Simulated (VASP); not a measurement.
# NaCl (Pm-3m) in VASP: further runs

NaCl is run at these levels: LDA, PBE; tasks: single point.

All numbers are computed with VASP 6.6.1; they aren't measurements. Logs are shortened: lines on timing, memory, paths and dates and some standing lists are left out, and cuts for length are marked.

**1. The cell of the first run**

Symmetry: Pm-3m, No. 221, cubic system. The conventional cell has a = 3.525 Å, b = 3.525 Å, c = 3.525 Å, α = 90.00°, β = 90.00°, γ = 90.00°. Cl (site symmetry m-3m) has 8 Na at 3.05 Å and 6 Cl at 3.53 Å within 4.0 Å. Within 4.0 Å of Na (site symmetry m-3m) lie 8 Cl at 3.05 Å and 6 Na at 3.53 Å.

**2. Single point, LDA**

Contents of INCAR:

```
SYSTEM = NaCl
  PREC = Accurate
  ENCUT = 520
  EDIFF = 1E-6
  ISMEAR = -1
  SIGMA = 0.05
  LREAL = .False.
  LASPH = .True.
  NELM = 60
  ALGO = Normal
  ISIF = 2
  LWAVE = .False.
  LCHARG = .False.
  NBANDS = 14
```

Contents of KPOINTS:

```
regular mesh
0
Gamma
  8 8 8
  0 0 0
```

Contents of POSCAR:

```
NaCl
1.0
    3.5253839872      0.0000000000      0.0000000000
    0.0000000000      3.5253839872      0.0000000000
    0.0000000000      0.0000000000      3.5253839872
Cl Na
1 1
Direct
    0.5000000000      0.5000000000      0.5000000000
    0.0000000000      0.0000000000      0.0000000000
```

Potentials or basis: VASP PAW LDA potentials, release 64 (Cl, Na_pv).

The run is started by

```
$ cat potpaw_LDA.64/Cl/POTCAR potpaw_LDA.64/Na_pv/POTCAR > POTCAR
$ mpirun -np 1 vasp_std > vasp.out
```

OUTCAR:

```text
SYSTEM = NaCl
   PREC = Accurate
   ENCUT = 520
   EDIFF = 1E-6
   ISMEAR = -1
   LREAL = .False.
   LASPH = .True.
   NELM = 60
   ISIF = 2

 ion  position               nearest neighbor table
   1  0.500  0.500  0.500-
   2  0.000  0.000  0.000-

  LATTYP: Found a simple cubic cell.
 ALAT       =     3.5253839872

  Lattice vectors:

 A1 = (   3.5253839872,   0.0000000000,   0.0000000000)
 A2 = (   0.0000000000,   3.5253839872,   0.0000000000)
 A3 = (   0.0000000000,   0.0000000000,   3.5253839872)

Analysis of symmetry for initial positions (statically):
=====================================================================
 Subroutine PRICEL returns:
 Original cell was already a primitive cell.

 Routine SETGRP: Setting up the symmetry group for a
 simple cubic supercell.

 Subroutine GETGRP returns: Found 48 space group operations
 (whereof 48 operations were pure point group operations)
 out of a pool of 48 trial point group operations.

The static configuration has the point symmetry O_h .

Analysis of symmetry for dynamics (positions and initial velocities):
=====================================================================
 Subroutine PRICEL returns:
 Original cell was already a primitive cell.

 Routine SETGRP: Setting up the symmetry group for a
 simple cubic supercell.

 Subroutine GETGRP returns: Found 48 space group operations
 (whereof 48 operations were pure point group operations)
 out of a pool of 48 trial point group operations.

The dynamic configuration has the point symmetry O_h .

 Subroutine INISYM returns: Found 48 space group operations
 (whereof 48 operations are pure point group operations),
 and found     1 'primitive' translations

----------------------------------------------------------------------------------------

                                     Primitive cell

  volume of cell :      43.8146

  direct lattice vectors                    reciprocal lattice vectors
     3.525383987  0.000000000  0.000000000     0.283657044  0.000000000  0.000000000
     0.000000000  3.525383987  0.000000000     0.000000000  0.283657044  0.000000000
     0.000000000  0.000000000  3.525383987     0.000000000  0.000000000  0.283657044

  length of vectors
     3.525383987  3.525383987  3.525383987     0.283657044  0.283657044  0.283657044

  position of ions in fractional coordinates (direct lattice)
     0.500000000  0.500000000  0.500000000
     0.000000000  0.000000000  0.000000000

  ion indices of the primitive-cell ions
   primitive index   ion index
                 1           1
                 2           2

----------------------------------------------------------------------------------------

 KPOINTS: regular mesh

Automatic generation of k-mesh.
 Grid dimensions read from file:
 generate k-points for:    8    8    8

 Generating k-lattice:

  Cartesian coordinates                     Fractional coordinates (reciprocal lattice)
     0.035457130  0.000000000  0.000000000     0.125000000  0.000000000  0.000000000
     0.000000000  0.035457130  0.000000000     0.000000000  0.125000000  0.000000000
     0.000000000  0.000000000  0.035457130     0.000000000  0.000000000  0.125000000

  Length of vectors
     0.035457130  0.035457130  0.035457130

  Shift w.r.t. Gamma in fractional coordinates (k-lattice)
     0.000000000  0.000000000  0.000000000

 Subroutine IBZKPT returns following result:
 ===========================================

 Found     35 irreducible k-points:

 Following reciprocal coordinates:
            Coordinates               Weight
  0.000000  0.000000  0.000000      1.000000
  0.125000  0.000000  0.000000      6.000000
  0.250000  0.000000  0.000000      6.000000
  0.375000  0.000000  0.000000      6.000000
  0.500000  0.000000  0.000000      3.000000
  0.125000  0.125000  0.000000     12.000000
[... 16 lines left out ...]
  0.375000  0.375000  0.125000     24.000000
  0.500000  0.375000  0.125000     24.000000
 [... further k-points ...]
   k-points           NKPTS =     35   k-points in BZ     NKDIM =     35   number of bands    NBANDS=     14
   number of dos      NEDOS =    301   number of ions     NIONS =      2
   total plane-waves  NPLWV =  21952
   dimension x,y,z NGX =    28 NGY =   28 NGZ =   28
   dimension x,y,z NGXF=    56 NGYF=   56 NGZF=   56
   ions per type =               1   1
   NGX,Y,Z   is equivalent  to a cutoff of  13.20, 13.20, 13.20 a.u.
   NGXF,Y,Z  is equivalent  to a cutoff of  26.41, 26.41, 26.41 a.u.
 SYSTEM =  NaCl
   PREC   = accura    normal or accurate (medium, high low for compatibility)
   ISTART =      0    job   : 0-new  1-cont  2-samecut
   ICHARG =      2    charge: 1-file 2-atom 10-const
   ISPIN  =      1    spin polarized calculation?
   LNONCOLLINEAR =      F non collinear calculations
   LSORBIT =      F    spin-orbit coupling
   LASPH  =      T    aspherical Exc in radial PAW
   ENCUT  =  520.0 eV  38.22 Ry    6.18 a.u.   6.55  6.55  6.55*2*pi/ulx,y,z
   NELM   =     60;   NELMIN=  2; NELMDL= -5     # of ELM steps
   EDIFF  = 0.1E-05   stopping-criterion for ELM
   LREAL  =      F    real-space projection
   EDIFFG = 0.1E-04   stopping-criterion for IOM
   NSW    =      0    number of steps for IOM
   IBRION =     -1    ionic relax: 0-MD 1-quasi-New 2-CG
   NFREE  =      0    steps in history (QN), initial steepest desc. (CG)
   ISIF   =      2    stress and relaxation
   ISYM   =      2    0-nonsym 1-usesym 2-fastsym
   POTIM  = 0.5000    time-step for ionic-motion
   TEBEG  =    0.0;   TEEND  =   0.0 temperature during run
   PSTRESS=    0.0 pullay stress
   NELECT =      14.0000    total number of electrons
   NUPDOWN=      -1.0000    fix difference up-down
   EMIN   =  10.00;   EMAX   =-10.00  energy-range for DOS
   EFERMI =   0.00;   METHOD = LEGACY
   ISMEAR =    -1;   SIGMA  =   0.05  broadening in eV -4-tet -1-fermi 0-gaus
   EFERMI_NEDOS =   21; number of points for ismear=-14 and -15
   IALGO  =     38    algorithm
   IMIX   =      4    mixing-type and parameters
     AMIX     =   0.40;   BMIX     =  1.00
     AMIX_MAG =   1.60;   BMIX_MAG =  1.00
  volume/ion in A,a.u.               =      21.91       147.84
  Fermi-wavevector in a.u.,A,eV,Ry     =   1.119209  2.114998 17.043041  1.252628
  Thomas-Fermi vector in A             =   2.255846
   LORBIT       =      0    0 simple, 1 ext, 2 COOP (PROOUT), +10 PAW based schemes
   GGA     = CA    functional components
   LHFCALC =     F    Hartree Fock is set to
   AEXX    =    0.0000 exact exchange contribution
   IVDW    =     0    specifies the selected vdW correction
   LEPSILON=     F    determine dielectric tensor
   LRPA    =     F    only Hartree local field effects (RPA)
 non-spin polarized calculation
  energy-cutoff  :      520.00
  volume of cell :       43.81
 maximum number of plane-waves:      1208
 NGX is ok and might be reduce to    28
   NGX = 13   NGY = 13   NGZ = 13

 number of electron      13.9999995 magnetization

 Free energy of the ion-electron system (eV)
  ---------------------------------------------------
  ext. energy  EPLUGINS =         0.00000000
  ---------------------------------------------------
  free energy    TOTEN  =        -7.05478850 eV

  energy without entropy =       -7.05478850  energy(sigma->0) =       -7.05478850

 E-fermi :   1.2226     XC(G=0):  -8.8677

 val. band max:        0.0766894305   @ k =   0.5000   0.5000   0.0000
 cond. band min:       3.6228980336   @ k =   0.0000   0.0000   0.0000
 fundamental gap:      3.5462086030
 Fermi energy:         1.2225678010

 k-point     1 :       0.0000    0.0000    0.0000
  band No.  band energies     occupation
      1     -21.9434      2.00000
      2     -21.9434      2.00000
      3     -21.9434      2.00000
      4     -13.1681      2.00000
      5      -0.4163      2.00000
      6      -0.4163      2.00000
      7      -0.4163      2.00000
      8       3.6229      0.00000
      9       8.3733      0.00000
     10       8.3733      0.00000
     11      15.1654      0.00000
     12      15.1654      0.00000
     13      15.1654      0.00000
     14      15.8302      0.00000

 k-point     2 :       0.1250    0.0000    0.0000
  band No.  band energies     occupation
      1     -21.9493      2.00000
      2     -21.9429      2.00000
      3     -21.9429      2.00000
      4     -13.1197      2.00000
      5      -0.9218      2.00000
      6      -0.3833      2.00000
      7      -0.3833      2.00000
      8       4.0803      0.00000
      9       8.5453      0.00000
     10       8.6840      0.00000
     11      14.0527      0.00000
     12      14.0527      0.00000
     13      14.7894      0.00000
     14      15.9541      0.00000

 k-point     3 :       0.2500    0.0000    0.0000
  band No.  band energies     occupation
      1     -21.9634      2.00000
      2     -21.9416      2.00000
      3     -21.9416      2.00000
      4     -12.9982      2.00000
      5      -1.8628      2.00000
      6      -0.3014      2.00000
      7      -0.3014      2.00000
      8       4.9895      0.00000
      9       9.0495      0.00000
     10       9.0866      0.00000
     11      12.7923      0.00000
     12      12.7923      0.00000
     13      14.7266      0.00000
     14      15.3031      0.00000

 k-point     4 :       0.3750    0.0000    0.0000
  band No.  band energies     occupation
      1     -21.9774      2.00000
      2     -21.9403      2.00000
      3     -21.9403      2.00000
      4     -12.8700      2.00000
      5      -2.6120      2.00000
      6      -0.2162      2.00000
      7      -0.2162      2.00000
      8       5.9607      0.00000
      9       8.7110      0.00000
     10       9.8156      0.00000
     11      11.9302      0.00000
     12      11.9302      0.00000
     13      13.4798      0.00000
     14      16.2293      0.00000

 k-point     5 :       0.5000    0.0000    0.0000
  band No.  band energies     occupation
      1     -21.9832      2.00000
      2     -21.9398      2.00000
      3     -21.9398      2.00000
      4     -12.8147      2.00000
      5      -2.8899      2.00000
      6      -0.1798      2.00000
      7      -0.1798      2.00000
      8       6.5638      0.00000
      9       8.1972      0.00000
     10      10.3770      0.00000
     11      11.6260      0.00000
[... 276 lines left out ...]
 k-point    22 :       0.5000    0.2500    0.1250
  band No.  band energies     occupation
      1     -21.9780      2.00000
      2     -21.9568      2.00000
      3     -21.9432      2.00000
      4     -12.6509      2.00000
      5      -2.4937      2.00000
      6      -1.2633      2.00000
      7      -0.4010      2.00000
      8       6.7257      0.00000
      9       8.2642      0.00000
     10       9.2956      0.00000
     11      11.4919      0.00000
     12      12.9016      0.00000
     13      12.9128      0.00000
     14      16.8008      0.00000

 k-point    23 :       0.3750    0.3750    0.1250
  band No.  band energies     occupation
      1     -21.9707      2.00000
      2     -21.9695      2.00000
      3     -21.9425      2.00000
      4     -12.5985      2.00000
      5      -2.0695      2.00000
      6      -1.9296      2.00000
      7      -0.3416      2.00000
      8       6.1109      0.00000
      9       8.6577      0.00000
     10       9.6802      0.00000
     11      10.9767      0.00000
     12      12.9890      0.00000
     13      13.2665      0.00000
     14      16.3852      0.00000

 k-point    24 :       0.5000    0.3750    0.1250
  band No.  band energies     occupation
      1     -21.9752      2.00000
      2     -21.9690      2.00000
      3     -21.9420      2.00000
      4     -12.5557      2.00000
      5      -2.2460      2.00000
      6      -1.8946      2.00000
      7      -0.2950      2.00000
      8       5.8113      0.00000
      9       9.0680      0.00000
     10       9.4340      0.00000
     11      10.8367      0.00000
     12      13.2410      0.00000
     13      13.2777      0.00000
     14      15.9113      0.00000

 [... further k-points ...]
[... 5 lines left out ...]
  --------------------------------------------------------------------------------------
  -------------------------------------------------------------------------------------
  Total       -0.9479115     -0.9479115     -0.9479115     -0.0000000      0.0000000     -0.0000000
  in kB      -34.6624373    -34.6624373    -34.6624373     -0.0000000      0.0000000     -0.0000000
  external PRESSURE =     -34.6624373 kB  Pullay stress =       0.0000000 kB

 VOLUME and BASIS-vectors are now :
 -----------------------------------------------------------------------------
  energy-cutoff  :      520.00
  volume of cell :       43.81
      direct lattice vectors                 reciprocal lattice vectors
     3.525383987  0.000000000  0.000000000     0.283657044  0.000000000  0.000000000
     0.000000000  3.525383987  0.000000000     0.000000000  0.283657044  0.000000000
     0.000000000  0.000000000  3.525383987     0.000000000  0.000000000  0.283657044

 POSITION                                       TOTAL-FORCE (eV/Angst)
 -----------------------------------------------------------------------------------
      1.76269      1.76269      1.76269         0.000000      0.000000      0.000000
      0.00000      0.00000      0.00000         0.000000      0.000000      0.000000
 -----------------------------------------------------------------------------------
    total drift:                                0.000000      0.000000      0.000000

  FREE ENERGIE OF THE ION-ELECTRON SYSTEM (eV)
  ---------------------------------------------------
  free  energy   TOTEN  =        -7.0547885028 eV

  energy  without entropy=       -7.0547885028  energy(sigma->0) =       -7.05478850
```

Run time: 15 s. Hardware: 1 thread of AMD EPYC 7R43 (Zen 3), shared host; peak memory 0.11 GiB.

What came out:

```yaml
Free_energy: -7.0548 eV
Pressure: -3.5 GPa
Band_gap_on_the_k_mesh: 3.55 eV, indirect (least direct gap 4.04 eV)
```

Levels at points of the mesh, in eV from the valence-band top:
```
           k point  band 4  band 5  band 6  band 7  band 8  band 9  band 10  band 11
(0.00, 0.00, 0.00)  -13.24   -0.49   -0.49   -0.49    3.55    8.30     8.30    15.09
(0.50, 0.00, 0.00)  -12.89   -2.97   -0.26   -0.26    6.49    8.12    10.30    11.55
(0.50, 0.50, 0.00)  -12.63   -2.27   -2.27    0.00    5.20    9.54    10.51    10.51
(0.50, 0.50, 0.50)  -12.36   -1.84   -1.84   -1.84    6.78    6.78     6.78    11.14
```

**3. Single point, LDA**

This run uses another cell than the first one, of 22.34 Å³/atom, 1.020 times its volume.

Contents of INCAR:

```
SYSTEM = NaCl
  PREC = Accurate
  ENCUT = 520
  EDIFF = 1E-7
  ISMEAR = -1
  SIGMA = 0.05
  LREAL = .FALSE.
  LASPH = .TRUE.
  NELM = 80
  ALGO = Normal
  ISIF = 2
  LWAVE = .FALSE.
  LCHARG = .TRUE.
  GGA = CA
  LELF = .TRUE.
  LVHAR = .TRUE.
  NBANDS = 14
```

Contents of KPOINTS:

```
regular mesh
0
G
  8 8 8
  0 0 0
```

Contents of POSCAR:

```
NaCl
1.0
    3.5482767325      0.0000000000      0.0000000000
    0.0000000000      3.5482767325      0.0000000000
    0.0000000000      0.0000000000      3.5482767325
Cl Na
1 1
Direct
    0.5000000000      0.5000000000      0.5000000000
    0.0000000000      0.0000000000      0.0000000000
```

Potentials or basis: VASP PAW LDA potentials, release 64 (Cl, Na_pv).

The run is started by

```
$ cat potpaw_LDA.64/Cl/POTCAR potpaw_LDA.64/Na_pv/POTCAR > POTCAR
$ mpirun -np 1 vasp_std > vasp.out
```

Wall time 14 s (1 thread of AMD EPYC 7R43 (Zen 3), shared host); peak memory 0.11 GiB.

Results (log left out):

| Quantity | Value |
| --- | --- |
| Free energy | -7.0355 eV |
| Pressure | -3.8 GPa |
| Band gap on the k mesh | 3.49 eV, indirect (least direct gap 3.97 eV) |

Levels at points of the mesh, in eV from the valence-band top:
| k point | band 5 | band 6 | band 7 | band 8 | band 9 | band 10 |
| --- | --- | --- | --- | --- | --- | --- |
| (0.00, 0.00, 0.00) | -0.48 | -0.48 | -0.48 | 3.49 | 8.31 | 8.31 |
| (0.50, 0.00, 0.00) | -2.88 | -0.25 | -0.25 | 6.43 | 8.00 | 10.30 |
| (0.50, 0.50, 0.00) | -2.20 | -2.20 | 0.00 | 5.20 | 9.50 | 10.39 |
| (0.50, 0.50, 0.50) | -1.78 | -1.78 | -1.78 | 6.78 | 6.78 | 6.78 |

A k mesh can miss the band edges. As with any semilocal functional, this LDA gap is likely too small.

[end of part 1 of 2]
